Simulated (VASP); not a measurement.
# Co (Fddd) in VASP: notebook

Runs on Co. Level: BLYP. Tasks: single point.

All numbers are computed with VASP 6.6.1; they aren't measurements. Logs are shortened: lines on timing, memory, paths and dates and some standing lists are left out, and cuts for length are marked.

## Step 1: The cell of the first run

The typed cell holds 2 atoms: a = 3.375 Å, b = 3.375 Å, c = 3.376 Å, α = 98.01°, β = 98.01°, γ = 136.16°.

## Step 2: Single point, BLYP (12.36 Å³/atom)

File INCAR:

```
SYSTEM = Co
AGGAC = 1.0
AGGAX = 1.0
ALDAC = 0.0
ALDAX = 1.0
ALGO = Normal
EDIFF = 1E-7
ENCUT = 520
GGA = B5
ISIF = 2
ISMEAR = -1
LASPH = .TRUE.
LCHARG = .FALSE.
LREAL = .FALSE.
LWAVE = .FALSE.
NBANDS = 16
NELM = 60
PREC = Accurate
SIGMA = 0.1
```

File KPOINTS:

```
k-points
0
G
  16 16 11
  0 0 0
```

File POSCAR:

```
Co
1.0
   -2.2140272817      2.2140448923      1.2600406139
    2.2140448923     -2.2140272817      1.2600406139
    2.2149585867      2.2149585867     -1.2600083602
Co
2
Direct
    0.0000023959      0.9999976041      1.0000000000
    0.7499976041      0.2500023959      0.5000000000
```

Potentials or basis: VASP PAW PBE potentials, release 64 (Co).

Launch:

```sh
cat potpaw_PBE.64/Co/POTCAR > POTCAR
mpirun -np 1 vasp_std > vasp.out
```

OUTCAR:

```text
SYSTEM = Co
   EDIFF = 1E-7
   ENCUT = 520
   GGA = B5
   ISIF = 2
   ISMEAR = -1
   LASPH = .TRUE.
   LREAL = .FALSE.
   NELM = 60
   PREC = Accurate

 ion  position               nearest neighbor table
   1  0.000  1.000  0.000-   2 2.30   2 2.30   2 2.30   2 2.30   2 2.91   2 2.91   2 2.91   2 2.91

   2  0.750  0.250  0.500-   1 2.30   1 2.30   1 2.30   1 2.30   1 2.91   1 2.91   1 2.91   1 2.91

  LATTYP: Found a base centered monoclinic cell.
 ALAT       =     2.5200812279
 B/A-ratio  =     2.4849356657
 C/A-ratio  =     1.3397761762
 COS(beta)  =    -0.3731779428

  Lattice vectors:

 A1 = (  -2.2140272817,   2.2140448923,   1.2600406139)
 A2 = (   2.2140448923,  -2.2140272817,   1.2600406139)
 A3 = (   2.2149585867,   2.2149585867,  -1.2600083602)

Analysis of symmetry for initial positions (statically):
=====================================================================
 Subroutine PRICEL returns:
 Original cell was already a primitive cell.

 Routine SETGRP: Setting up the symmetry group for a
 base centered monoclinic supercell.

 Subroutine GETGRP returns: Found  4 space group operations
 (whereof  2 operations were pure point group operations)
 out of a pool of  4 trial point group operations.

The static configuration has the point symmetry C_2 .
 The point group associated with its full space group is C_2h.

Analysis of symmetry for dynamics (positions and initial velocities):
=====================================================================
 Subroutine PRICEL returns:
 Original cell was already a primitive cell.

 Routine SETGRP: Setting up the symmetry group for a
 base centered monoclinic supercell.

 Subroutine GETGRP returns: Found  4 space group operations
 (whereof  2 operations were pure point group operations)
 out of a pool of  4 trial point group operations.

The dynamic configuration has the point symmetry C_2 .
 The point group associated with its full space group is C_2h.

 Subroutine INISYM returns: Found  4 space group operations
 (whereof  2 operations are pure point group operations),
 and found     1 'primitive' translations

----------------------------------------------------------------------------------------

                                     Primitive cell

  volume of cell :      24.7170

  direct lattice vectors                    reciprocal lattice vectors
    -2.214027282  2.214044892  1.260040614    -0.000050366  0.225781545  0.396811029
     2.214044892 -2.214027282  1.260040614     0.225781545 -0.000050366  0.396811029
     2.214958587  2.214958587 -1.260008360     0.225736958  0.225736958 -0.000003155

  length of vectors
     3.375146506  3.375146506  3.376344791     0.456548246  0.456548246  0.319240267

  position of ions in fractional coordinates (direct lattice)
     0.000002396  0.999997604  1.000000000
     0.749997604  0.250002396  0.500000000

  ion indices of the primitive-cell ions
   primitive index   ion index
                 1           1
                 2           2

----------------------------------------------------------------------------------------

 KPOINTS: k-points

Automatic generation of k-mesh.
 Grid dimensions read from file:
 generate k-points for:   16   16   11

 Generating k-lattice:

  Cartesian coordinates                     Fractional coordinates (reciprocal lattice)
    -0.000003148  0.014111347  0.024800689     0.062500000  0.000000000 -0.000000000
     0.014111347 -0.000003148  0.024800689     0.000000000  0.062500000 -0.000000000
     0.020521542  0.020521542 -0.000000287     0.000000000  0.000000000  0.090909091

  Length of vectors
     0.028534265  0.028534265  0.029021842

  Shift w.r.t. Gamma in fractional coordinates (k-lattice)
     0.000000000  0.000000000  0.000000000

 Subroutine IBZKPT returns following result:
 ===========================================

 Found    753 irreducible k-points:

 Following reciprocal coordinates:
            Coordinates               Weight
  0.000000  0.000000  0.000000      1.000000
  0.062500 -0.000000  0.000000      4.000000
  0.125000 -0.000000  0.000000      4.000000
  0.187500 -0.000000  0.000000      4.000000
  0.250000 -0.000000  0.000000      4.000000
  0.312500 -0.000000  0.000000      4.000000
[... 16 lines left out ...]
 -0.125000  0.062500 -0.000000      4.000000
 -0.062500  0.062500  0.000000      2.000000
 [... further k-points ...]
   k-points           NKPTS =    753   k-points in BZ     NKDIM =    753   number of bands    NBANDS=     16
   number of dos      NEDOS =    301   number of ions     NIONS =      2
   total plane-waves  NPLWV =  21952
   dimension x,y,z NGX =    28 NGY =   28 NGZ =   28
   dimension x,y,z NGXF=    56 NGYF=   56 NGZF=   56
   ions per type =               2
   NGX,Y,Z   is equivalent  to a cutoff of  13.79, 13.79, 13.79 a.u.
   NGXF,Y,Z  is equivalent  to a cutoff of  27.58, 27.58, 27.57 a.u.
 SYSTEM =  Co
   PREC   = accura    normal or accurate (medium, high low for compatibility)
   ISTART =      0    job   : 0-new  1-cont  2-samecut
   ICHARG =      2    charge: 1-file 2-atom 10-const
   ISPIN  =      1    spin polarized calculation?
   LNONCOLLINEAR =      F non collinear calculations
   LSORBIT =      F    spin-orbit coupling
   LASPH  =      T    aspherical Exc in radial PAW
   ENCUT  =  520.0 eV  38.22 Ry    6.18 a.u.   6.28  6.28  6.28*2*pi/ulx,y,z
   NELM   =     60;   NELMIN=  2; NELMDL= -5     # of ELM steps
   EDIFF  = 0.1E-06   stopping-criterion for ELM
   LREAL  =      F    real-space projection
   EDIFFG = 0.1E-05   stopping-criterion for IOM
   NSW    =      0    number of steps for IOM
   IBRION =     -1    ionic relax: 0-MD 1-quasi-New 2-CG
   NFREE  =      0    steps in history (QN), initial steepest desc. (CG)
   ISIF   =      2    stress and relaxation
   ISYM   =      2    0-nonsym 1-usesym 2-fastsym
   POTIM  = 0.5000    time-step for ionic-motion
   TEBEG  =    0.0;   TEEND  =   0.0 temperature during run
   PSTRESS=    0.0 pullay stress
   NELECT =      18.0000    total number of electrons
   NUPDOWN=      -1.0000    fix difference up-down
   EMIN   =  10.00;   EMAX   =-10.00  energy-range for DOS
   EFERMI =   0.00;   METHOD = LEGACY
   ISMEAR =    -1;   SIGMA  =   0.10  broadening in eV -4-tet -1-fermi 0-gaus
   EFERMI_NEDOS =   21; number of points for ismear=-14 and -15
   IALGO  =     38    algorithm
   IMIX   =      4    mixing-type and parameters
     AMIX     =   0.40;   BMIX     =  1.00
     AMIX_MAG =   1.60;   BMIX_MAG =  1.00
  volume/ion in A,a.u.               =      12.36        83.40
  Fermi-wavevector in a.u.,A,eV,Ry     =   1.472878  2.783336 29.516070  2.169370
  Thomas-Fermi vector in A             =   2.587839
   LORBIT       =      0    0 simple, 1 ext, 2 COOP (PROOUT), +10 PAW based schemes
   GGA     = B5    functional components
   LHFCALC =     F    Hartree Fock is set to
   AEXX    =    0.0000 exact exchange contribution
   IVDW    =     0    specifies the selected vdW correction
   LEPSILON=     F    determine dielectric tensor
   LRPA    =     F    only Hartree local field effects (RPA)
 non-spin polarized calculation
  energy-cutoff  :      520.00
  volume of cell :       24.72
 maximum number of plane-waves:       682
 NGX is ok and might be reduce to    28
   NGX = 13   NGY = 13   NGZ = 13

 number of electron      17.9999991 magnetization

 Free energy of the ion-electron system (eV)
  ---------------------------------------------------
  ext. energy  EPLUGINS =         0.00000000
  ---------------------------------------------------
  free energy    TOTEN  =       -10.94251773 eV

  energy without entropy =      -10.77161469  energy(sigma->0) =      -10.85706621

 E-fermi :   8.8513     XC(G=0): -11.9987

 val. band max:        8.8510850273   @ k =   0.5000   0.1875   0.4545
 cond. band min:       8.8513682998   @ k =  -0.1875  -0.2500   0.0909
 fundamental gap:      0.0002832724
 Fermi energy:         8.8512992944

 k-point     1 :       0.0000    0.0000    0.0000
  band No.  band energies     occupation
      1       1.0620      2.00000
      2       4.9629      2.00000
      3       5.8625      2.00000
      4       6.4166      2.00000
      5       6.8464      2.00000
      6       8.2847      1.99310
[... 8 lines left out ...]
     15      22.7993      0.00000
     16      30.9890      0.00000

 k-point     2 :       0.0625   -0.0000    0.0000
  band No.  band energies     occupation
      1       1.1943      2.00000
      2       5.0134      2.00000
      3       5.8676      2.00000
      4       6.5038      2.00000
      5       6.8813      2.00000
      6       8.0822      1.99909
[... 8 lines left out ...]
     15      22.9209      0.00000
     16      30.1813      0.00000

 k-point     3 :       0.1250   -0.0000    0.0000
  band No.  band energies     occupation
      1       1.5845      2.00000
      2       5.1572      2.00000
      3       5.8994      2.00000
      4       6.7081      2.00000
      5       6.9697      2.00000
      6       7.7565      1.99996
[... 8 lines left out ...]
     15      23.2467      0.00000
     16      27.4766      0.00000

 k-point     4 :       0.1875   -0.0000    0.0000
  band No.  band energies     occupation
      1       2.2102      2.00000
      2       5.3662      2.00000
      3       5.9634      2.00000
      4       6.7893      2.00000
      5       7.1615      2.00000
      6       7.3996      2.00000
[... 8 lines left out ...]
     15      23.6428      0.00000
     16      25.1990      0.00000
[... 324 lines left out ...]
 k-point    22 :      -0.1875    0.0625   -0.0000
  band No.  band energies     occupation
      1       1.7731      2.00000
      2       5.2262      2.00000
      3       5.9451      2.00000
      4       6.6171      2.00000
      5       6.8971      2.00000
      6       7.8175      1.99994
[... 8 lines left out ...]
     15      24.3838      0.00000
     16      26.8024      0.00000

 k-point    23 :      -0.1250    0.0625   -0.0000
  band No.  band energies     occupation
      1       1.3234      2.00000
      2       5.0662      2.00000
      3       5.8986      2.00000
      4       6.4623      2.00000
      5       6.8322      2.00000
      6       8.1090      1.99881
[... 8 lines left out ...]
     15      23.7050      0.00000
     16      29.2251      0.00000

 k-point    24 :      -0.0625    0.0625    0.0000
  band No.  band energies     occupation
      1       1.1272      2.00000
      2       4.9905      2.00000
      3       5.8779      2.00000
      4       6.3979      2.00000
      5       6.8232      2.00000
      6       8.2763      1.99365
[... 8 lines left out ...]
     15      23.1710      0.00000
     16      30.4146      0.00000

 [... further k-points ...]

------------------------ aborting loop because EDIFF is reached ----------------------------------------

  FORCE on cell =-STRESS in cart. coord.  units (eV):
  Direction    XX          YY          ZZ          XY          YZ          ZX
  --------------------------------------------------------------------------------------
  -------------------------------------------------------------------------------------
  Total       -1.0417956     -1.0417956     -0.9467983      0.0003767     -0.0000248     -0.0000248
  in kB      -67.5299677    -67.5299677    -61.3721705      0.0244161     -0.0016084     -0.0016097
  external PRESSURE =     -65.4773686 kB  Pullay stress =       0.0000000 kB

 VOLUME and BASIS-vectors are now :
 -----------------------------------------------------------------------------
  energy-cutoff  :      520.00
  volume of cell :       24.72
      direct lattice vectors                 reciprocal lattice vectors
    -2.214027282  2.214044892  1.260040614    -0.000050366  0.225781545  0.396811029
     2.214044892 -2.214027282  1.260040614     0.225781545 -0.000050366  0.396811029
     2.214958587  2.214958587 -1.260008360     0.225736958  0.225736958 -0.000003155

 POSITION                                       TOTAL-FORCE (eV/Angst)
 -----------------------------------------------------------------------------------
      2.21403     -2.21402      1.26004        -0.000070      0.000070     -0.000000
      0.00048      2.21450      0.63004         0.000070     -0.000070      0.000000
 -----------------------------------------------------------------------------------
    total drift:                               -0.000000     -0.000000      0.000000

  FREE ENERGIE OF THE ION-ELECTRON SYSTEM (eV)
  ---------------------------------------------------
  free  energy   TOTEN  =       -10.9425177265 eV

  energy  without entropy=      -10.7716146891  energy(sigma->0) =      -10.85706621
```

Wall time 8.8 min (1 thread of Intel Xeon 8259CL, shared host); peak memory 0.37 GiB.

What came out:

```yaml
Free_energy: -10.9425 eV
Pressure: -6.5 GPa
Band_gap_on_the_k_mesh: zero (bands 9 and 10 overlap by 1.13 eV)
```

Levels at points of the mesh, in eV from the Fermi level:
| k point | band 5 | band 6 | band 7 | band 8 | band 9 | band 10 | band 11 | band 12 | band 13 | band 14 |
| --- | --- | --- | --- | --- | --- | --- | --- | --- | --- | --- |
| (0.00, 0.00, 0.00) | -2.00 | -0.57 | -0.57 | -0.51 | -0.51 | 0.49 | 1.04 | 6.90 | 6.92 | 13.20 |
| (0.50, 0.00, 0.00) | -1.29 | -1.11 | -0.89 | -0.31 | 0.25 | 0.33 | 1.70 | 4.58 | 7.89 | 8.41 |
| (0.50, 0.50, 0.00) | -1.91 | -1.91 | -0.75 | -0.75 | 0.00 | 0.00 | 0.31 | 0.31 | 12.98 | 12.98 |

Caveat: the cell stands under tension; the PAW data sets were made with another functional, which shifts forces and pressure a little; the run has no spin polarisation, though such a crystal can be magnetic.

(Part 1 of 2 ends here.)
